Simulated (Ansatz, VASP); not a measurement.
## One calculation of Tl, two programs

Contents of INCAR:

```
SYSTEM = Tl
PREC     = Accurate       ! precision mode
ENCUT    = 520            ! plane-wave cutoff, eV
EDIFF    = 1E-6           ! SCF threshold, eV
ISMEAR   = 0              ! smearing method
SIGMA    = 0.15           ! smearing width, eV
LREAL    = .FALSE.        ! projectors in reciprocal space
LASPH    = .TRUE.         ! aspherical terms in the spheres
NELM     = 60             ! most SCF steps
ALGO     = Fast           ! electronic algorithm
ISIF     = 2              ! what is computed and relaxed
LWAVE    = .FALSE.        ! write WAVECAR
LCHARG   = .FALSE.        ! write CHGCAR
GGA      = PE             ! functional
IVDW     = 12             ! dispersion correction
NBANDS   = 12             ! bands
```

File KPOINTS:

```
regular mesh
0
G
  18 18 18
  0 0 0
```

File POSCAR:

```
Tl
1.0
   -1.8439500000      1.8439500000      1.9895250000
    1.8439500000     -1.8439500000      1.9895250000
    1.8439500000      1.8439500000     -1.9895250000
Tl
1
Direct
    0.0000000000      0.0000000000      0.0000000000
```

Input for Ansatz:

```yaml
crystal:
  lattice:
    - [-1.84395, 1.84395, 1.989525]
    - [1.84395, -1.84395, 1.989525]
    - [1.84395, 1.84395, -1.989525]
  atoms:
    - { symbol: Tl, position: [0.0, 0.0, 0.0] }
basis:
  ecutwfc: 420
kpoints:
  mp_grid: { grid: [18, 18, 18] }
hamiltonian:
  xc: pbe
  dispersion: d3bj
scf:
  occupations: { method: gaussian, width: 0.15 }
output:
  forces: true
  stress: true
  eigenvalues: true
```

Change from the starting cell: strain -0.050 along x and y, +0.025 along z, atoms carried along.

Alike in both runs: task single point; functional PBE; dispersion D3(BJ); k mesh 18 × 18 × 18; occupations gaussian, width 0.15 eV; no spin polarisation.

|  | VASP | Ansatz |
| --- | --- | --- |
| version | VASP 6.6.1 | Ansatz 0.2.0 |
| potentials or method | VASP PAW PBE potentials, release 64 (Tl_d), cutoff 520 eV | scalar-relativistic, plane waves, PAW |
| valence electrons in the cell | 13 | 13 |

|  | VASP | Ansatz | Ansatz less VASP |
| --- | --- | --- | --- |
| gap on the k mesh at the Fermi level (eV) | none | none | - |
| pressure (GPa) | 3.6 | 3.6 | +0.04 |
| traceless stress, the component that is largest in VASP (GPa) | -0.44 | -0.44 | +0.001 |

A gap of «none» marks a metal or a gap that the smearing closes.

Neither program's run includes spin-orbit coupling.
